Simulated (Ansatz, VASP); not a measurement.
InPd: VASP beside Ansatz

INCAR

```
SYSTEM = InPd
PREC = Accurate ; ENCUT = 520
EDIFF = 1E-6 ; ISMEAR = -1
SIGMA = 0.05 ; LREAL = .FALSE.
LASPH = .TRUE. ; NELM = 60
ALGO = Normal ; ISIF = 2
LWAVE = .FALSE. ; LCHARG = .TRUE.
GGA = PE ; LELF = .TRUE.
LVHAR = .TRUE. ; NBANDS = 18
```

Contents of KPOINTS:

```
Automatic mesh
0
G
  9 9 9
  0 0 0
```

Contents of POSCAR:

```
InPd
1.0
    3.2718847800      0.0000000000      0.0000000000
    0.0000000000      3.2718847800      0.0000000000
    0.0000000000      0.0000000000      3.2718847800
In Pd
1 1
Direct
   -0.0450000000     -0.0450000000     -0.0450000000
    0.5450000000      0.5450000000      0.5450000000
```

Input for Ansatz:

```yaml
crystal:
  lattice:
    - [3.27188478, 0.0, 0.0]
    - [0.0, 3.27188478, 0.0]
    - [0.0, 0.0, 3.27188478]
  atoms:
    - { symbol: In, position: [-0.045, -0.045, -0.045] }
    - { symbol: Pd, position: [0.545, 0.545, 0.545] }
kpoints:
  mp_grid: { grid: [9, 9, 9] }
scf:
  occupations: { method: fermi_dirac, width: 0.05 }
hamiltonian:
  xc: pbe
  pseudopotentials: { kind: all_electron, lapw: { basis_error: 0.001 } }
output:
  forces: true
  stress: true
  eigenvalues: true
  populations: true
```

Change from the starting cell: shortest bond scaled by 0.82, LAPW.

Alike in both runs: task single point; functional PBE; k mesh 9 × 9 × 9; occupations fermi-dirac, width 0.05 eV; no spin polarisation.

|  | VASP | Ansatz |
| --- | --- | --- |
| version | VASP 6.6.1 | Ansatz 0.2.0 |
| potentials or method | VASP PAW PBE potentials, release 64 (In_d, Pd), cutoff 520 eV | all-electron LAPW, scalar-relativistic |

|  | VASP | Ansatz | Ansatz less VASP |
| --- | --- | --- | --- |
| pressure (GPa) | 19.1 | 19.0 | -0.11 |
| traceless stress, the component that is largest in VASP (GPa) | 11.79 | 11.76 | -0.026 |
| rms of the force components (eV/Å) | 2.529 | 2.519 | -0.0103 |

Atom by atom the forces differ by 0.010 eV/Å (rms over components). Ansatz ran all-electron here, and VASP with PAW potentials.
